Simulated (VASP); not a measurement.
A run of VASP 6.6.1:

The input INCAR:

```
SYSTEM = Ni
PREC     = Accurate       ! precision mode
ENCUT    = 520            ! plane-wave cutoff, eV
EDIFF    = 1E-7           ! SCF threshold, eV
ISMEAR   = 0              ! smearing method
SIGMA    = 0.1            ! smearing width, eV
LREAL    = .FALSE.        ! projectors in reciprocal space
LASPH    = .TRUE.         ! aspherical terms in the spheres
NELM     = 150            ! most SCF steps
ALGO     = Fast           ! electronic algorithm
ISIF     = 2              ! what is computed and relaxed
LWAVE    = .FALSE.        ! write WAVECAR
LCHARG   = .FALSE.        ! write CHGCAR
ISPIN    = 2              ! spin polarisation
MAGMOM   = 0.74           ! initial moments
LORBIT   = 11             ! projections on sites
LMAXMIX  = 4              ! l up to which the mixer works
GGA      = PS             ! functional
NBANDS   = 15             ! bands
```

KPOINTS

```
Automatic mesh
0
G
  15 15 18
  0 0 0
```

The input POSCAR:

```
Ni
1.0
    2.5196844683     -0.0000000285     -0.0004989370
   -1.2598422588      2.1821108018      0.0000000000
    1.2594596281      0.7271493553      1.9645266522
Ni
1
Direct
    0.0000000000      0.0000000000      0.0000000000
```

Potentials or basis: VASP PAW PBE potentials, release 64 (Ni).

Run with:

```console
$ cat potpaw_PBE.64/Ni/POTCAR > POTCAR
$ mpirun -np 1 vasp_std > vasp.out
```

Hardware: 1 thread of Intel(R) Xeon(R) Platinum 8375C CPU @ 2.90GHz (Ice Lake), on a shared host.

Problem. How long does it take, and how much memory?

Solution. It took 5.1 min on 1 thread of Intel(R) Xeon(R) Platinum 8375C CPU @ 2.90GHz (Ice Lake), with other jobs on the host, peak memory 0.35 GiB. Counts: scf iterations 14, k points 1088.
